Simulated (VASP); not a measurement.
A run of VASP 6.6.1 is set up as follows.

Contents of INCAR:

```
SYSTEM = Hf2ClO4
PREC = Accurate
ENCUT = 520
EDIFF = 1E-6
ISMEAR = 0
SIGMA = 0.05
LREAL = .FALSE.
LASPH = .TRUE.
NELM = 200
ALGO = Normal
ISIF = 2
LWAVE = .FALSE.
LCHARG = .FALSE.
ISPIN = 2
MAGMOM = 0 0 0 0 0 0 1
LORBIT = 11
LMAXMIX = 4
LDIPOL = .TRUE.
IDIPOL = 3
DIPOL = 0.5 0.5 0.316
GGA = PE
IVDW = 12
NBANDS = 38
GGA_COMPAT = .FALSE.
NELMDL = -8
```

Contents of KPOINTS:

```
regular mesh
0
G
  9 9 1
  0 0 0
```

Contents of POSCAR:

```
Hf2ClO4
1.0
    3.5874453701      0.0000000000      0.0000000000
   -1.7937226850      3.1068188252      0.0000000000
    0.0000000000      0.0000000000     21.4612281329
O Hf Cl
4 2 1
Direct
    0.0000000000      0.0000000000      0.1863826234
    0.3333333333      0.6666666667      0.2546251504
    0.6666666667      0.3333333333      0.3182215794
    0.0000000000      0.0000000000      0.3895969085
    0.6666666667      0.3333333333      0.2205038869
    0.3333333333      0.6666666667      0.3527665830
    0.0000000000      0.0000000000      0.4921073513
```

Potentials or basis: VASP PAW PBE potentials, release 64 (O, Hf_pv, Cl).

Command:

```sh
$ cat potpaw_PBE.64/O/POTCAR potpaw_PBE.64/Hf_pv/POTCAR potpaw_PBE.64/Cl/POTCAR > POTCAR
$ mpirun -np 1 vasp_std > vasp.out
```

What does it give for the largest force?

1.793 eV/Å.

Predict the band gap on the k mesh.

0.27 eV.

Estimate the dispersion energy per atom.

-0.163 eV.

Forces in eV/Å, atoms in the order of the input:
```
O    0.000  0.000 -0.499
O    0.000  0.000  0.243
O    0.000  0.000  0.034
O    0.000  0.000 -1.793
Hf   0.000  0.000  0.504
Hf   0.000  0.000  0.694
Cl   0.000  0.000  0.817
```

Caveat: spin-orbit coupling is left out, which moves the levels of the heavy elements.
